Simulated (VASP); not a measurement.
CaO, 4 atoms in the cell. Symmetry: P6_3/mmc, No. 194, hexagonal system. Conventional cell: a = 3.899 Å, b = 3.899 Å, c = 5.072 Å, α = 90.00°, β = 90.00°, γ = 120.00°. Within 3.0 Å of Ca (site symmetry -6m2) lie 5 O at 2.25 to 2.54 Å. O (site symmetry -6m2) has 5 Ca at 2.25 to 2.54 Å within 3.0 Å. 

- Program: VASP 6.6.1
- Task: single point
- Functional: PBE
- Potentials or basis: VASP PAW PBE potentials, release 64 (Ca_sv, O)
- Cutoff: 520 eV
- k mesh: 9 × 9 × 6
- Occupations: gaussian, width 0.05 eV
- Spin: no spin polarisation
- Dipole correction: no
- Further INCAR settings: ALGO = Normal; EDIFF = 1e-07; NBANDS = 24

Potentials or basis: VASP PAW PBE potentials, release 64 (Ca_sv, O).

Run with:

```console
$ cat potpaw_PBE.64/Ca_sv/POTCAR potpaw_PBE.64/O/POTCAR > POTCAR
$ mpirun -np 1 vasp_std > vasp.out
```

Hardware: 1 thread of Intel Xeon 8259CL, with other jobs on the host.

Question: How long does it take, and how much memory?

Answer: Run time: 2.3 min on 1 thread of Intel Xeon 8259CL, with other jobs on the host, peak memory 0.22 GiB. Counts: scf iterations 16, k points 48.
